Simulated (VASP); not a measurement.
Set up this calculation in VASP 6.6.1, as the native input.

```yaml
Task: single point
Functional: r2SCAN
Potentials_or_basis: VASP PAW PBE potentials, release 64 (Ca_sv, O)
Cutoff: 520 eV
k_mesh: 8 × 8 × 8
Occupations: gaussian, width 0.01 eV
Spin: no spin polarisation
Dipole_correction: no
Further_INCAR_settings: ALGO = Normal; EDIFF = 1e-06; NBANDS = 15
```

CaO:

```xyz
2
Lattice="0.0701 2.6067 2.6067 2.6067 0.0701 2.6067 2.6769 2.6769 0.0000" Properties=species:S:1:pos:R:3 pbc="T T T"
Ca    0.0000    0.0000    0.0248
O     1.3384    1.3384    1.2786
```

This cell differs from its parent crystal: shear xy strain +5.4%.

One way to write it, as run:

POSCAR

```
CaO
1.0
    0.0701210838      2.6067317416      2.6067317416
    2.6067317416      0.0701210838      2.6067317416
    2.6768528254      2.6768528254      0.0000000000
Ca O
1 1
Direct
    0.0047596953      0.0047596953     -0.0047596953
    0.2452403047      0.2452403047      0.2547596953
```

INCAR.step1

```
PREC = Accurate
ENCUT = 520
ISMEAR = 0
SIGMA = 0.01
LREAL = F
LASPH = T
NELM = 100
NBANDS = 15
GGA = PE
ALGO = Normal
EDIFF = 1E-4
LWAVE = T
LCHARG = F
```

INCAR.step2

```
PREC = Accurate
ENCUT = 520
EDIFF = 1E-6
ISMEAR = 0
SIGMA = 0.01
LREAL = F
LASPH = T
NELM = 100
ALGO = Normal
ISIF = 2
LWAVE = F
LCHARG = F
METAGGA = R2SCAN
LMIXTAU = T
NBANDS = 15
ISTART = 1
```

KPOINTS

```
Automatic mesh
0
Gamma
  8 8 8
```

Potentials or basis: VASP PAW PBE potentials, release 64 (Ca_sv, O).

Command:

```sh
$ cat potpaw_PBE.64/Ca_sv/POTCAR potpaw_PBE.64/O/POTCAR > POTCAR
$ cp INCAR.step1 INCAR
$ mpirun -np 1 vasp_std > vasp.out
$ cp INCAR.step2 INCAR
$ mpirun -np 1 vasp_std > vasp.out
```

It gave:

```
Pressure               : 0.8 GPa
Largest force          : 0.017 eV/Å
Band gap on the k mesh : 3.67 eV, indirect (least direct gap 4.25 eV)
```

Caveat: the cell differs from its parent crystal (shear xy strain +5.4%); the PAW data sets were made with another functional, which shifts forces and pressure a little.

It took 2.8 min on 1 thread of Intel(R) Xeon(R) Platinum 8259CL CPU @ 2.50GHz (Skylake/Cascade Lake), with other jobs on the host, peak memory 0.2 GiB.
